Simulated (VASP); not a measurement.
# Ir (I4/mmm) in VASP: single point with LDA

Aim: the single point of Ir with LDA.

All numbers are computed with VASP 6.6.1; they aren't measurements. Logs are shortened: lines on timing, memory, paths and dates and some standing lists are left out, and cuts for length are marked.

## 1. The cell of the first run

The structure is tetragonal, space group I4/mmm (No. 139). Conventional cell: a = 2.715 Å, b = 2.715 Å, c = 3.609 Å, α = 90.00°, β = 90.00°, γ = 90.00°. Ir (site symmetry 4/mmm) has 18 Ir at 2.63 to 3.84 Å within 3.9 Å.

## 2. Single point, LDA (strain -0.0600 x Voigt [0, 0, 1, 0, 0, 0])

Contents of INCAR:

```
PREC = Accurate ; ENCUT = 560
EDIFF = 1E-6 ; ISMEAR = 0
SIGMA = 0.15 ; LREAL = F
LASPH = T ; NELM = 120
ALGO = Normal ; ISIF = 2
LWAVE = F ; LCHARG = F
GGA = CA ; NBANDS = 14
GGA_COMPAT = F
```

Contents of KPOINTS:

```
regular mesh
0
Gamma
  8 8 8
```

Contents of POSCAR:

```
Ir
1.0
    0.0000000000      1.9197000000      1.8045180000
    1.9197000000      0.0000000000      1.8045180000
    1.9197000000      1.9197000000      0.0000000000
Ir
1
Direct
    0.0000000000      0.0000000000      0.0000000000
```

Potentials or basis: VASP PAW LDA potentials, release 64 (Ir_sv_GW).

The run is started by

```console
cat potpaw_LDA.64/Ir_sv_GW/POTCAR > POTCAR
mpirun -np 1 vasp_std > vasp.out
```

OUTCAR:

```text
PREC = Accurate
   ENCUT = 560
   EDIFF = 1E-6
   ISMEAR = 0
   LREAL = F
   LASPH = T
   NELM = 120
   ISIF = 2
   GGA = CA

 ion  position               nearest neighbor table
   1  0.000  0.000  0.000-

  LATTYP: Found a body centered tetragonal cell.
 ALAT       =     2.7148657757
 C/A-ratio  =     1.3293607486

  Lattice vectors:

 A1 = (   0.0000000000,  -1.9197000000,  -1.8045180000)
 A2 = (   0.0000000000,   1.9197000000,  -1.8045180000)
 A3 = (   1.9197000000,   0.0000000000,   1.8045180000)

Analysis of symmetry for initial positions (statically):
=====================================================================
 Subroutine PRICEL returns:
 Original cell was already a primitive cell.

 Routine SETGRP: Setting up the symmetry group for a
 body centered tetragonal supercell.

 Subroutine GETGRP returns: Found 16 space group operations
 (whereof 16 operations were pure point group operations)
 out of a pool of 16 trial point group operations.

The static configuration has the point symmetry D_4h.

Analysis of symmetry for dynamics (positions and initial velocities):
=====================================================================
 Subroutine PRICEL returns:
 Original cell was already a primitive cell.

 Routine SETGRP: Setting up the symmetry group for a
 body centered tetragonal supercell.

 Subroutine GETGRP returns: Found 16 space group operations
 (whereof 16 operations were pure point group operations)
 out of a pool of 16 trial point group operations.

The dynamic configuration has the point symmetry D_4h.

 Subroutine INISYM returns: Found 16 space group operations
 (whereof 16 operations are pure point group operations),
 and found     1 'primitive' translations

----------------------------------------------------------------------------------------

                                     Primitive cell

  volume of cell :      13.3002

  direct lattice vectors                    reciprocal lattice vectors
     0.000000000  1.919700000  1.804518000    -0.260457363  0.260457363  0.277082301
     1.919700000  0.000000000  1.804518000     0.260457363 -0.260457363  0.277082301
     1.919700000  1.919700000  0.000000000     0.260457363  0.260457363 -0.277082301

  length of vectors
     2.634678975  2.634678975  2.714865776     0.460923722  0.460923722  0.460923722

  position of ions in fractional coordinates (direct lattice)
     0.000000000  0.000000000  0.000000000

  ion indices of the primitive-cell ions
   primitive index   ion index
                 1           1

----------------------------------------------------------------------------------------

 KPOINTS: regular mesh

Automatic generation of k-mesh.
 Grid dimensions read from file:
 generate k-points for:    8    8    8

 Generating k-lattice:

  Cartesian coordinates                     Fractional coordinates (reciprocal lattice)
    -0.032557170  0.032557170  0.034635288     0.125000000 -0.000000000  0.000000000
     0.032557170 -0.032557170  0.034635288    -0.000000000  0.125000000  0.000000000
     0.032557170  0.032557170 -0.034635288     0.000000000  0.000000000  0.125000000

  Length of vectors
     0.057615465  0.057615465  0.057615465

  Shift w.r.t. Gamma in fractional coordinates (k-lattice)
     0.000000000  0.000000000  0.000000000

 Subroutine IBZKPT returns following result:
 ===========================================

 Found     59 irreducible k-points:

 Following reciprocal coordinates:
            Coordinates               Weight
  0.000000  0.000000  0.000000      1.000000
  0.125000  0.000000  0.000000      8.000000
  0.250000  0.000000  0.000000      8.000000
  0.375000  0.000000  0.000000      8.000000
  0.500000  0.000000  0.000000      4.000000
  0.125000  0.125000  0.000000      2.000000
[... 16 lines left out ...]
  0.250000  0.000000  0.125000     16.000000
  0.375000 -0.000000  0.125000     16.000000
 [... further k-points ...]
   k-points           NKPTS =     59   k-points in BZ     NKDIM =     59   number of bands    NBANDS=     14
   number of dos      NEDOS =    301   number of ions     NIONS =      1
   total plane-waves  NPLWV =   9600
   dimension x,y,z NGX =    20 NGY =   20 NGZ =   24
   dimension x,y,z NGXF=    40 NGYF=   40 NGZF=   48
   ions per type =               1
   NGX,Y,Z   is equivalent  to a cutoff of  12.62, 12.62, 14.70 a.u.
   NGXF,Y,Z  is equivalent  to a cutoff of  25.24, 25.24, 29.39 a.u.
 SYSTEM =  unknown system
   PREC   = accura    normal or accurate (medium, high low for compatibility)
   ISTART =      0    job   : 0-new  1-cont  2-samecut
   ICHARG =      2    charge: 1-file 2-atom 10-const
   ISPIN  =      1    spin polarized calculation?
   LNONCOLLINEAR =      F non collinear calculations
   LSORBIT =      F    spin-orbit coupling
   LASPH  =      T    aspherical Exc in radial PAW
   ENCUT  =  560.0 eV  41.16 Ry    6.42 a.u.   5.08  5.08  5.24*2*pi/ulx,y,z
   NELM   =    120;   NELMIN=  2; NELMDL= -5     # of ELM steps
   EDIFF  = 0.1E-05   stopping-criterion for ELM
   LREAL  =      F    real-space projection
   EDIFFG = 0.1E-04   stopping-criterion for IOM
   NSW    =      0    number of steps for IOM
   IBRION =     -1    ionic relax: 0-MD 1-quasi-New 2-CG
   NFREE  =      0    steps in history (QN), initial steepest desc. (CG)
   ISIF   =      2    stress and relaxation
   ISYM   =      2    0-nonsym 1-usesym 2-fastsym
   POTIM  = 0.5000    time-step for ionic-motion
   TEBEG  =    0.0;   TEEND  =   0.0 temperature during run
   PSTRESS=    0.0 pullay stress
   NELECT =      17.0000    total number of electrons
   NUPDOWN=      -1.0000    fix difference up-down
   EMIN   =  10.00;   EMAX   =-10.00  energy-range for DOS
   EFERMI =   0.00;   METHOD = LEGACY
   ISMEAR =     0;   SIGMA  =   0.15  broadening in eV -4-tet -1-fermi 0-gaus
   EFERMI_NEDOS =   21; number of points for ismear=-14 and -15
   IALGO  =     38    algorithm
   IMIX   =      4    mixing-type and parameters
     AMIX     =   0.40;   BMIX     =  1.00
     AMIX_MAG =   1.60;   BMIX_MAG =  1.00
  volume/ion in A,a.u.               =      13.30        89.75
  Fermi-wavevector in a.u.,A,eV,Ry     =   1.776663  3.357407 42.947237  3.156533
  Thomas-Fermi vector in A             =   2.842212
   LORBIT       =      0    0 simple, 1 ext, 2 COOP (PROOUT), +10 PAW based schemes
   GGA     = CA    functional components
   LHFCALC =     F    Hartree Fock is set to
   AEXX    =    0.0000 exact exchange contribution
   IVDW    =     0    specifies the selected vdW correction
   LEPSILON=     F    determine dielectric tensor
   LRPA    =     F    only Hartree local field effects (RPA)
 non-spin polarized calculation
 Gauss-broadening in eV      SIGMA  =   0.15
  energy-cutoff  :      560.00
  volume of cell :       13.30
 maximum number of plane-waves:       426
   NGX = 11   NGY = 11   NGZ = 11

 number of electron      17.0000000 magnetization

 Free energy of the ion-electron system (eV)
  ---------------------------------------------------
  ext. energy  EPLUGINS =         0.00000000
  ---------------------------------------------------
  free energy    TOTEN  =       -10.74967812 eV

  energy without entropy =      -10.72900254  energy(sigma->0) =      -10.73934033

 E-fermi :  13.9386     XC(G=0): -15.1800

 val. band max:       13.9191923549   @ k =   0.5000   0.0000   0.3750
 cond. band min:      13.9539911854   @ k =  -0.3750   0.2500   0.0000
 fundamental gap:      0.0347988305
 Fermi energy:        13.9385867588

 k-point     1 :       0.0000    0.0000    0.0000
  band No.  band energies     occupation
      1     -78.8087      2.00000
      2     -35.4199      2.00000
      3     -35.4199      2.00000
      4     -35.3718      2.00000
      5       2.1526      2.00000
      6       9.3599      2.00000
      7       9.3599      2.00000
      8      10.2083      2.00000
      9      12.0259      2.00000
     10      13.1458      2.00000
     11      27.4035      0.00000
     12      32.4723      0.00000
     13      32.4723      0.00000
     14      34.7110      0.00000

 k-point     2 :       0.1250    0.0000    0.0000
  band No.  band energies     occupation
      1     -78.7955      2.00000
      2     -35.5574      2.00000
      3     -35.4468      2.00000
      4     -35.4008      2.00000
      5       2.8755      2.00000
      6       9.1889      2.00000
      7       9.6268      2.00000
      8      10.3100      2.00000
      9      11.9509      2.00000
     10      12.9007      2.00000
     11      28.6170      0.00000
     12      30.8603      0.00000
     13      33.6914      0.00000
     14      35.1695      0.00000

 k-point     3 :       0.2500    0.0000    0.0000
  band No.  band energies     occupation
      1     -78.7636      2.00000
      2     -35.9148      2.00000
      3     -35.5119      2.00000
      4     -35.4363      2.00000
      5       4.4653      2.00000
      6       9.1018      2.00000
      7       9.6861      2.00000
      8      10.5335      2.00000
      9      12.6211      2.00000
     10      12.9490      2.00000
     11      27.5866      0.00000
     12      30.5719      0.00000
     13      36.9436      0.00000
     14      37.9972      0.00000
[... 324 lines left out ...]
 k-point    23 :       0.2500    0.0000    0.1250
  band No.  band energies     occupation
      1     -78.7672      2.00000
      2     -35.8157      2.00000
      3     -35.5159      2.00000
      4     -35.4840      2.00000
      5       4.4590      2.00000
      6       8.2512      2.00000
      7      10.0084      2.00000
      8      10.9287      2.00000
      9      11.8543      2.00000
     10      13.4603      1.99999
     11      29.6155      0.00000
     12      31.1421      0.00000
     13      34.1527      0.00000
     14      35.7444      0.00000

 k-point    24 :       0.3750   -0.0000    0.1250
  band No.  band energies     occupation
      1     -78.7355      2.00000
      2     -36.1399      2.00000
      3     -35.6002      2.00000
      4     -35.5248      2.00000
      5       5.6251      2.00000
      6       9.0183      2.00000
      7       9.2079      2.00000
      8      10.7528      2.00000
      9      14.0249      0.41569
     10      14.3912      0.00002
     11      25.9995      0.00000
     12      29.6563      0.00000
     13      34.1522      0.00000
     14      35.5027      0.00000

 [... further k-points ...]

------------------------ aborting loop because EDIFF is reached ----------------------------------------

  FORCE on cell =-STRESS in cart. coord.  units (eV):
  Direction    XX          YY          ZZ          XY          YZ          ZX
  --------------------------------------------------------------------------------------
  -------------------------------------------------------------------------------------
  Total        0.9738555      0.9738555      3.0838485      0.0000000     -0.0000000     -0.0000000
  in kB      117.3132719    117.3132719    371.4887605      0.0000000     -0.0000000     -0.0000000
  external PRESSURE =     202.0384348 kB  Pullay stress =       0.0000000 kB

 VOLUME and BASIS-vectors are now :
 -----------------------------------------------------------------------------
  energy-cutoff  :      560.00
  volume of cell :       13.30
      direct lattice vectors                 reciprocal lattice vectors
     0.000000000  1.919700000  1.804518000    -0.260457363  0.260457363  0.277082301
     1.919700000  0.000000000  1.804518000     0.260457363 -0.260457363  0.277082301
     1.919700000  1.919700000  0.000000000     0.260457363  0.260457363 -0.277082301

 POSITION                                       TOTAL-FORCE (eV/Angst)
 -----------------------------------------------------------------------------------
      0.00000      0.00000      0.00000        -0.000000      0.000000      0.000000
 -----------------------------------------------------------------------------------
    total drift:                                0.000000      0.000000     -0.000000

  FREE ENERGIE OF THE ION-ELECTRON SYSTEM (eV)
  ---------------------------------------------------
  free  energy   TOTEN  =       -10.7496781187 eV

  energy  without entropy=      -10.7290025408  energy(sigma->0) =      -10.73934033
```

Run time: 15 s. Hardware: 1 thread of Intel Xeon Platinum 8375C at 2.90GHz (Ice Lake), shared host; peak memory 0.13 GiB.

What came out:

```yaml
Free_energy: -10.7497 eV
Pressure: 20.2 GPa
Band_gap_on_the_k_mesh: zero (an odd number of electrons rules out a gap without spin polarisation)
```

Stress tensor (GPa, compression positive):
```
11.73  0.00  0.00
 0.00 11.73  0.00
 0.00  0.00 37.15
```

Caveat: the k points lie up to 0.36 Å⁻¹ apart, too coarse for converged energies and pressures of a metal; the cell differs from its parent crystal (strain -0.0600 x Voigt [0, 0, 1, 0, 0, 0]); spin-orbit coupling is left out, which moves the levels of the heavy elements.

The gap in the log of VASP goes by the Fermi energy; the results here count the filled bands.